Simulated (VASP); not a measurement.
A run of VASP 6.6.1:

The input INCAR:

```
SYSTEM = Si
  PREC = Accurate
  ENCUT = 520
  EDIFF = 1E-6
  ISMEAR = 0
  SIGMA = 0.1
  LREAL = .False.
  LASPH = .True.
  NELM = 60
  ALGO = Normal
  ISIF = 2
  LWAVE = .False.
  LCHARG = .False.
  GGA = PE
  NBANDS = 11
```

KPOINTS

```
regular mesh
0
Gamma
  18 18 18
  0 0 0
```

The input POSCAR:

```
Si
1.0
   -2.3639508937      2.3639508937      1.2914002701
    2.3639508937     -2.3639508937      1.2914002701
    2.3639508937      2.3639508937     -1.2914002701
Si
2
Direct
    0.2500000000      0.7500000000      0.5000000000
    0.5000000000      0.5000000000      0.0000000000
```

Potentials or basis: VASP PAW PBE potentials, release 64 (Si).

Run with:

```console
$ cat potpaw_PBE.64/Si/POTCAR > POTCAR
$ mpirun -np 1 vasp_std > vasp.out
```

Hardware: 1 thread of Intel Xeon 8259CL (shared host).

How long does it take, and how much memory?

It took 95 s on 1 thread of Intel Xeon 8259CL, with other jobs on the host, peak memory 0.24 GiB. Counts: scf iterations 10, k points 480.
